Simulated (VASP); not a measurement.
Wanted: the native input for a VASP 6.6.1 run.

- Task: relaxation of cell and atoms
- Functional: PBE
- Potentials or basis: VASP PAW PBE potentials, release 64 (Zn, Se, S)
- Cutoff: 600 eV
- k mesh: 8 × 8 × 4
- Occupations: gaussian, width 0.02 eV
- Spin: no spin polarisation
- Dipole correction: no
- Further INCAR settings: ALGO = Normal; EDIFF = 1e-06; IBRION = 2; EDIFFG = -0.01; NSW = 100; ISIF = 3

The structure of Zn4Se3S lies in POSCAR:

```
Zn4Se3S
1.0
    4.0030812000      0.0000000000      0.0000000000
    0.0000000000      4.0030812000      0.0000000000
    0.0000000000      0.0000000000     11.3161736000
Zn Se S
4 3 1
Direct
    0.5000000000      0.0000000000      0.8848430000
    0.0000000000      0.5000000000      0.1151570000
    0.5000000000      0.0000000000      0.3715650000
    0.0000000000      0.5000000000      0.6284350000
    0.5000000000      0.5000000000      0.2434210000
    0.0000000000      0.0000000000      0.5000000000
    0.5000000000      0.5000000000      0.7565790000
    0.0000000000      0.0000000000      0.0000000000
```

One way to write it, as run:

INCAR

```
SYSTEM = Zn4Se3S
PREC = Accurate
ENCUT = 600
EDIFF = 1E-6
ISMEAR = 0
SIGMA = 0.02
LREAL = .False.
LASPH = .True.
NELM = 60
ALGO = Normal
ISIF = 3
LWAVE = .False.
LCHARG = .False.
GGA = PE
IBRION = 2
NSW = 100
EDIFFG = -0.01
```

KPOINTS

```
Automatic mesh
0
Gamma
  8 8 4
  0 0 0
```

Potentials or basis: VASP PAW PBE potentials, release 64 (Zn, Se, S).

Run with:

```sh
$ cat potpaw_PBE.64/Zn/POTCAR potpaw_PBE.64/Se/POTCAR potpaw_PBE.64/S/POTCAR > POTCAR
$ mpirun -np 1 vasp_std > vasp.out
```

It gave:

```json
{
  "Relaxed volume": "22.76 Å³/atom",
  "Relaxed cell": "a = 4.008 Å, b = 4.008 Å, c = 11.331 Å, α = 90.00°, β = 90.00°, γ = 90.00°",
  "Space group after relaxing (to 0.1 Å)": "P-4m2 (No. 115)",
  "Energy gained by relaxing": "0.0 meV/atom",
  "Ionic steps": "2",
  "Pressure after relaxing": "-0.1 GPa",
  "Band gap on the k mesh": "1.29 eV"
}
```

Run time: 22 min on 1 thread of Oxide Virtual Turin-like Processor (shared host), peak memory 0.51 GiB.
